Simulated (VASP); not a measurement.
# GaSb (F-43m) in VASP: further runs

Runs on GaSb. Level: PBEsol. Tasks: single point.

Everything below comes from runs of VASP 6.6.1. Logs are shortened: lines on timing, memory, paths and dates and some standing lists are left out, and cuts for length are marked.

## Step 1: The cell of the first run

It takes space group F-43m (No. 216, cubic). Conventional cell: a = 6.159 Å, b = 6.159 Å, c = 6.159 Å, α = 90.00°, β = 90.00°, γ = 90.00°. Within 3.5 Å of Sb (site symmetry -43m) lie 4 Ga at 2.67 Å. Ga (site symmetry -43m) has 4 Sb at 2.67 Å within 3.5 Å.

## Step 2: Single point, PBEsol, non-collinear spin, zero start, spin-orbit coupling

INCAR reads:

```
  PREC = Accurate
  ENCUT = 520
  EDIFF = 1E-6
  ISMEAR = -1
  SIGMA = 0.05
  LREAL = False
  LASPH = True
  NELM = 150
  ALGO = Normal
  ISIF = 2
  LWAVE = False
  LCHARG = True
  MAGMOM = 0 0 0 0 0 0
  LORBIT = 11
  LSORBIT = True
  GGA_COMPAT = False
  LORBMOM = True
  GGA = PS
  LVHAR = True
  NBANDS = 30
```

KPOINTS reads:

```
Automatic mesh
0
Gamma
  8 8 8
```

POSCAR reads:

```
GaSb
1.0
    0.0000000000      3.0792588685      3.0792588685
    3.0792588685      0.0000000000      3.0792588685
    3.0792588685      3.0792588685      0.0000000000
Sb Ga
1 1
Direct
    0.7500000000      0.7500000000      0.7500000000
    0.0000000000      0.0000000000      0.0000000000
```

Potentials or basis: VASP PAW PBE potentials, release 64 (Sb, Ga_d).

Run with:

```console
$ cat potpaw_PBE.64/Sb/POTCAR potpaw_PBE.64/Ga_d/POTCAR > POTCAR
$ mpirun -np 1 vasp_ncl > vasp.out
```

OUTCAR:

```text
PREC = Accurate
   ENCUT = 520
   EDIFF = 1E-6
   ISMEAR = -1
   LREAL = False
   LASPH = True
   NELM = 150
   ISIF = 2
   LORBIT = 11
   LSORBIT = True
   GGA = PS

 ion  position               nearest neighbor table
   1  0.750  0.750  0.750-   2 2.67   2 2.67   2 2.67   2 2.67
   2  0.000  0.000  0.000-   1 2.67   1 2.67   1 2.67   1 2.67

  LATTYP: Found a face centered cubic cell.
 ALAT       =     6.1585177370

  Lattice vectors:

 A1 = (   0.0000000000,   3.0792588685,   3.0792588685)
 A2 = (   3.0792588685,   0.0000000000,   3.0792588685)
 A3 = (   3.0792588685,   3.0792588685,   0.0000000000)

Analysis of symmetry for initial positions (statically):
=====================================================================
 Subroutine PRICEL returns:
 Original cell was already a primitive cell.

 Routine SETGRP: Setting up the symmetry group for a
 face centered cubic supercell.

 Subroutine GETGRP returns: Found 24 space group operations
 (whereof 24 operations were pure point group operations)
 out of a pool of 48 trial point group operations.

The static configuration has the point symmetry T_d .

Analysis of symmetry for dynamics (positions and initial velocities):
=====================================================================
 Subroutine PRICEL returns:
 Original cell was already a primitive cell.

 Routine SETGRP: Setting up the symmetry group for a
 face centered cubic supercell.

 Subroutine GETGRP returns: Found 24 space group operations
 (whereof 24 operations were pure point group operations)
 out of a pool of 48 trial point group operations.

The dynamic configuration has the point symmetry T_d .

Analysis of structural, dynamic, and magnetic symmetry:
=====================================================================
 Subroutine PRICEL returns:
 Original cell was already a primitive cell.

 Routine SETGRP: Setting up the symmetry group for a
 face centered cubic supercell.

 Subroutine GETGRP returns: Found 24 space group operations
 (whereof 24 operations were pure point group operations)
 out of a pool of 48 trial point group operations.

The overall configuration has the point symmetry T_d .

 Subroutine INISYM returns: Found 24 space group operations
 (whereof 24 operations are pure point group operations),
 and found     1 'primitive' translations

----------------------------------------------------------------------------------------

                                     Primitive cell

  volume of cell :      58.3941

  direct lattice vectors                    reciprocal lattice vectors
     0.000000000  3.079258869  3.079258869    -0.162376735  0.162376735  0.162376735
     3.079258869  0.000000000  3.079258869     0.162376735 -0.162376735  0.162376735
     3.079258869  3.079258869  0.000000000     0.162376735  0.162376735 -0.162376735

  length of vectors
     4.354729654  4.354729654  4.354729654     0.281244754  0.281244754  0.281244754

  position of ions in fractional coordinates (direct lattice)
     0.750000000  0.750000000  0.750000000
     0.000000000  0.000000000  0.000000000

  ion indices of the primitive-cell ions
   primitive index   ion index
                 1           1
                 2           2

----------------------------------------------------------------------------------------

 KPOINTS: Automatic mesh

Automatic generation of k-mesh.
 Grid dimensions read from file:
 generate k-points for:    8    8    8

 Generating k-lattice:

  Cartesian coordinates                     Fractional coordinates (reciprocal lattice)
    -0.020297092  0.020297092  0.020297092     0.125000000  0.000000000  0.000000000
     0.020297092 -0.020297092  0.020297092     0.000000000  0.125000000  0.000000000
     0.020297092  0.020297092 -0.020297092     0.000000000  0.000000000  0.125000000
[... 94 lines left out ...]

 number of electron      17.9999997 magnetization      -0.0000000      0.0000000     -0.0000000

 number of electron      17.9999997 magnetization       0.0000000      0.0000000      0.0000000

 Free energy of the ion-electron system (eV)
  ---------------------------------------------------
  ext. energy  EPLUGINS =         0.00000000
  ---------------------------------------------------
  free energy    TOTEN  =        -8.21261263 eV

  energy without entropy =       -8.21195401  energy(sigma->0) =       -8.21228332

 E-fermi :   4.7215     XC(G=0):  -9.1792

 val. band max:        4.4957916847   @ k =   0.1250   0.0000   0.0000
 cond. band min:       4.7550251273   @ k =   0.0000   0.0000   0.0000
 fundamental gap:      0.2592334426
 Fermi energy:         4.7215224211

 k-point     1 :       0.0000    0.0000    0.0000
  band No.  band energies     occupation
      1     -10.6844      1.00000
      2     -10.6844      1.00000
      3     -10.6844      1.00000
      4     -10.6844      1.00000
      5     -10.2477      1.00000
      6     -10.2477      1.00000
[... 781 lines left out ...]
     29      14.4664      0.00000
     30      14.5218      0.00000

 [... further k-points ...]

------------------------ aborting loop because EDIFF is reached ----------------------------------------

  FORCE on cell =-STRESS in cart. coord.  units (eV):
  Direction    XX          YY          ZZ          XY          YZ          ZX
  --------------------------------------------------------------------------------------
  -------------------------------------------------------------------------------------
  Total       -0.3537608     -0.3537608     -0.3537608      0.0000000     -0.0000000      0.0000000
  in kB       -9.7062535     -9.7062535     -9.7062535      0.0000000     -0.0000000      0.0000000
  external PRESSURE =      -9.7062535 kB  Pullay stress =       0.0000000 kB

 VOLUME and BASIS-vectors are now :
 -----------------------------------------------------------------------------
  energy-cutoff  :      520.00
  volume of cell :       58.39
      direct lattice vectors                 reciprocal lattice vectors
     0.000000000  3.079258869  3.079258869    -0.162376735  0.162376735  0.162376735
     3.079258869  0.000000000  3.079258869     0.162376735 -0.162376735  0.162376735
     3.079258869  3.079258869  0.000000000     0.162376735  0.162376735 -0.162376735

 POSITION                                       TOTAL-FORCE (eV/Angst)
 -----------------------------------------------------------------------------------
      4.61889      4.61889      4.61889         0.000000      0.000000      0.000000
      0.00000      0.00000      0.00000        -0.000000     -0.000000     -0.000000
 -----------------------------------------------------------------------------------
    total drift:                               -0.000000     -0.000000     -0.000000

  FREE ENERGIE OF THE ION-ELECTRON SYSTEM (eV)
  ---------------------------------------------------
  free  energy   TOTEN  =        -8.2126126322 eV

  energy  without entropy=       -8.2119540073  energy(sigma->0) =       -8.21228332

 orbital moment (x)

 # of ion     p       d       tot
 ----------------------------------------
  1         0.000  -0.000  -0.000
  2         0.000   0.000   0.000
 ----------------------------------------
            0.000   0.000   0.000

 orbital moment (y)

 # of ion     p       d       tot
 ----------------------------------------
  1        -0.000   0.000  -0.000
  2         0.000   0.000   0.000
 ----------------------------------------
           -0.000   0.000  -0.000

 orbital moment (z)

 # of ion     p       d       tot
 ----------------------------------------
  1         0.000   0.000   0.000
  2         0.000   0.000   0.000
 ----------------------------------------
            0.000   0.000   0.000

 Spin-Orbit-Coupling matrix elements

 Ion:    1  E_soc:     -0.1258383
 l=   1
     0.0000000    -0.0208344    -0.0208344
    -0.0208344     0.0000000    -0.0208344
    -0.0208344    -0.0208344     0.0000000
 l=   2
     0.0000000    -0.0000539     0.0000000    -0.0000539    -0.0000848
    -0.0000539     0.0000000    -0.0000636    -0.0000539    -0.0000212
     0.0000000    -0.0000636     0.0000000    -0.0000636     0.0000000
    -0.0000539    -0.0000539    -0.0000636     0.0000000    -0.0000212
    -0.0000848    -0.0000212     0.0000000    -0.0000212     0.0000000
 l=   3
     0.0000000     0.0000000     0.0000000     0.0000000     0.0000000     0.0000000     0.0000000
     0.0000000     0.0000000     0.0000000     0.0000000     0.0000000     0.0000000     0.0000000
     0.0000000     0.0000000     0.0000000     0.0000000     0.0000000     0.0000000     0.0000000
     0.0000000     0.0000000     0.0000000     0.0000000     0.0000000     0.0000000     0.0000000
     0.0000000     0.0000000     0.0000000     0.0000000     0.0000000     0.0000000     0.0000000
     0.0000000     0.0000000     0.0000000     0.0000000     0.0000000     0.0000000     0.0000000
     0.0000000     0.0000000     0.0000000     0.0000000     0.0000000     0.0000000     0.0000000

 Ion:    2  E_soc:     -0.0125061
 l=   1
     0.0000000    -0.0012700    -0.0012700
    -0.0012700     0.0000000    -0.0012700
    -0.0012700    -0.0012700     0.0000000
 l=   2
     0.0000000    -0.0001519     0.0000000    -0.0001519    -0.0006625
    -0.0001519     0.0000000    -0.0004969    -0.0001519    -0.0001656
     0.0000000    -0.0004969     0.0000000    -0.0004969     0.0000000
    -0.0001519    -0.0001519    -0.0004969     0.0000000    -0.0001656
    -0.0006625    -0.0001656     0.0000000    -0.0001656     0.0000000
 l=   3
     0.0000000     0.0000000     0.0000000     0.0000000     0.0000000     0.0000000     0.0000000
     0.0000000     0.0000000     0.0000000     0.0000000     0.0000000     0.0000000     0.0000000
     0.0000000     0.0000000     0.0000000     0.0000000     0.0000000     0.0000000     0.0000000
     0.0000000     0.0000000     0.0000000     0.0000000     0.0000000     0.0000000     0.0000000
     0.0000000     0.0000000     0.0000000     0.0000000     0.0000000     0.0000000     0.0000000
     0.0000000     0.0000000     0.0000000     0.0000000     0.0000000     0.0000000     0.0000000
     0.0000000     0.0000000     0.0000000     0.0000000     0.0000000     0.0000000     0.0000000

 total charge

# of ion       s       p       d       tot
------------------------------------------
    1        1.134   1.324   0.026   2.484
    2        0.913   0.745   9.960  11.618
--------------------------------------------------
tot          2.047   2.069   9.987  14.102

 magnetization (x)

# of ion       s       p       d       tot
------------------------------------------
    1       -0.000  -0.000  -0.000  -0.000
    2        0.000  -0.000   0.000  -0.000
--------------------------------------------------
tot          0.000  -0.000  -0.000  -0.000

 magnetization (y)

# of ion       s       p       d       tot
------------------------------------------
    1        0.000   0.000   0.000   0.000
    2        0.000  -0.000  -0.000   0.000
--------------------------------------------------
tot          0.000  -0.000  -0.000   0.000

 magnetization (z)

# of ion       s       p       d       tot
------------------------------------------
    1       -0.000  -0.000  -0.000  -0.000
    2       -0.000  -0.000  -0.000  -0.000
--------------------------------------------------
tot         -0.000  -0.000  -0.000  -0.000
```

It took 3.2 min on 1 thread of Intel Xeon Platinum 8375C at 2.90GHz (Ice Lake), shared host; peak memory 0.35 GiB.

What came out:

* Free energy: -8.2126 eV
* Pressure: -1.0 GPa
* Net moment: 0.00 μB per cell
* Valence electrons inside the program's atomic spheres: Sb 2.48; Ga 11.62

Moments on the atoms (μB; x, y, z):
```
Sb  0.00 0.00 0.00
Ga  0.00 0.00 0.00
```

Caveat: the PAW data sets were made with another functional, which shifts forces and pressure a little.

## Step 3: Single point, PBEsol, non-collinear spin, zero start, spin-orbit coupling

This run uses another cell than the first one, of 29.77 Å³/atom.

INCAR: that of step 2 with these lines changed.

```diff
@@ -12,2 +12,3 @@
   LCHARG = True
+  LNONCOLLINEAR = True
   MAGMOM = 0 0 0 0 0 0
```

KPOINTS reads:

```
regular mesh
0
Gamma
  8 8 8
```

POSCAR reads:

```
GaSb
1.0
    0.0000000000      3.0992546163      3.0992546163
    3.0992546163      0.0000000000      3.0992546163
    3.0992546163      3.0992546163      0.0000000000
Sb Ga
1 1
Direct
    0.7500000000      0.7500000000      0.7500000000
    0.0000000000      0.0000000000      0.0000000000
```

Potentials or basis: VASP PAW PBE potentials, release 64 (Sb, Ga_d).

Run with:

```console
$ cat potpaw_PBE.64/Sb/POTCAR potpaw_PBE.64/Ga_d/POTCAR > POTCAR
$ mpirun -np 1 vasp_ncl > vasp.out
```

Wall time 4.8 min (1 thread of Intel Xeon Platinum 8375C at 2.90GHz (Ice Lake), shared host); peak memory 0.43 GiB.

The run converged. Its results:

```yaml
Free_energy: -8.2027 eV
Pressure: -1.8 GPa
Net_moment: 0.00 μB per cell
Valence_electrons_inside_the_program's_atomic_spheres: Sb 2.47; Ga 11.60
```

Moments on the atoms (μB; x, y, z):
```
Sb  0.00 0.00 0.00
Ga  0.00 0.00 0.00
```

Caveat: the PAW data sets were made with another functional, which shifts forces and pressure a little.
